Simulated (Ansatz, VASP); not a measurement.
**Two plane-wave programs on CoO**

```xyz
2
Lattice="-1.4406 1.4406 2.0370 1.4406 -1.4406 2.0370 1.4406 1.4406 -2.0370" Properties=species:S:1:pos:R:3 pbc="T T T"
Co    0.0000    0.0000    0.0000
O     0.0000    0.0000    2.0370
```

Alike in both runs: functional LDA; k mesh 20 × 20 × 20; occupations gaussian, width 0.1 eV; collinear spin.

Ansatz relaxed the structure, and its values are those at the end. VASP's run is a single point on that final structure, the one shown.

|  | VASP | Ansatz |
| --- | --- | --- |
| version | VASP 6.6.1 | Ansatz 0.2.0 |
| potentials or method | VASP PAW LDA potentials, release 64 (Co, O), cutoff 520 eV | scalar-relativistic, plane waves, PAW |
| valence electrons in the cell | 15 | 23 |

VASP gave:

```
gap on the k mesh at the Fermi level (eV)                     : none
pressure (GPa)                                                : -2.1
net moment per atom (μB)                                      : 0.99
size of the moment on the site where the two differ most (μB) : 1.78
```

Problem. Estimate Ansatz's values.

Solution. gap on the k mesh at the Fermi level (eV): none; pressure (GPa): 0.0; net moment per atom (μB): 1.08; size of the moment on the site where the two differ most (μB): 1.85.

LDA's correlation is that of Perdew and Zunger in VASP and of Perdew and Wang (1992) in Ansatz. Site moments also hang on the region over which each program counts them. A gap of «none» marks a metal or a gap that the smearing closes. VASP's potentials hold 15 valence electrons a cell and Ansatz's 23, so a difference there can come from the potentials and not from the codes.
